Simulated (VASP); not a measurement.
Wanted: the native input for a VASP 6.6.1 run.

```yaml
Task: single point
Functional: LDA
Potentials_or_basis: VASP PAW LDA potentials, release 64 (Pb_d, S)
Cutoff: 500 eV
k_mesh: 6 × 6 × 6
Occupations: gaussian, width 0.01 eV
Spin: no spin polarisation
Dipole_correction: no
Further_INCAR_settings: ALGO = Normal; EDIFF = 1e-06; NBANDS = 17
```

The structure of PbS (Galena) lies in POSCAR:

```
PbS
1.0
    0.0000000000      2.8844553114      2.8844553114
    2.8844553114      0.0000000000      2.8844553114
    2.8844553114      2.8844553114      0.0000000000
Pb S
1 1
Direct
    0.0000000000      0.0000000000      0.0000000000
    0.5000000000      0.5000000000      0.5000000000
```

These files were run (other wordings do the same):

INCAR

```
PREC = Accurate ; ENCUT = 500
EDIFF = 1E-6 ; ISMEAR = 0
SIGMA = 0.01 ; LREAL = False
LASPH = True ; NELM = 120
ALGO = Normal ; ISIF = 2
LWAVE = False ; LCHARG = False
NBANDS = 17 ; GGA_COMPAT = False
```

KPOINTS

```
regular mesh
0
Gamma
  6 6 6
```

Potentials or basis: VASP PAW LDA potentials, release 64 (Pb_d, S).

Run with:

```console
$ cat potpaw_LDA.64/Pb_d/POTCAR potpaw_LDA.64/S/POTCAR > POTCAR
$ mpirun -np 1 vasp_std > vasp.out
```

It gave:

* Pressure: 2.3 GPa
* Band gap on the k mesh: 0.12 eV, direct

Caveat: spin-orbit coupling is left out, which moves the levels of the heavy elements.

It took 6.7 s on 1 thread of Intel(R) Xeon(R) Platinum 8559C (Emerald Rapids), with other jobs on the host, peak memory 0.15 GiB.
